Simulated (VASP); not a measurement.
A run of VASP 6.6.1 is set up as follows.

Contents of INCAR:

```
PREC = Accurate
ENCUT = 520
EDIFF = 1E-6
ISMEAR = 0
SIGMA = 0.1
LREAL = F
LASPH = T
NELM = 150
ALGO = Normal
ISIF = 2
LWAVE = F
LCHARG = F
ISPIN = 2
MAGMOM = 0 0 0 0 3 -3 3 2
LORBIT = 11
LMAXMIX = 4
GGA = PE
NBANDS = 38
```

File KPOINTS:

```
Automatic mesh
0
Gamma
  4 4 6
```

File POSCAR:

```
Al4Co3Ni
1.0
    5.9234211700      0.0000000000      0.0000000000
    0.0000000000      5.9234211700      0.0000000000
    0.0000000000      0.0000000000      2.9617105800
Al Co Ni
4 3 1
Direct
    0.7500000000      0.7500000000      0.5000000000
    0.7500000000      0.2500000000      0.5000000000
    0.2500000000      0.7500000000      0.5000000000
    0.2500000000      0.2500000000      0.5000000000
    0.0000000000      0.0000000000      0.0000000000
    0.0000000000      0.5000000000      0.0000000000
    0.5000000000      0.0000000000      0.0000000000
    0.5000000000      0.5000000000      0.0000000000
```

Potentials or basis: VASP PAW PBE potentials, release 64 (Al, Co, Ni).

The run is started by

```bash
$ cat potpaw_PBE.64/Al/POTCAR potpaw_PBE.64/Co/POTCAR potpaw_PBE.64/Ni/POTCAR > POTCAR
$ mpirun -np 1 vasp_std > vasp.out
```

Problem. What does it give for the largest force?

Solution. 0.285 eV/Å.

Problem. Estimate the pressure.

Solution. -13.6 GPa.

Problem. Estimate the net moment.

Solution. 0.31 μB per cell.

Stress tensor (GPa, compression positive):
```
-13.28   0.00   0.00
  0.00 -14.52   0.00
  0.00   0.00 -12.98
```
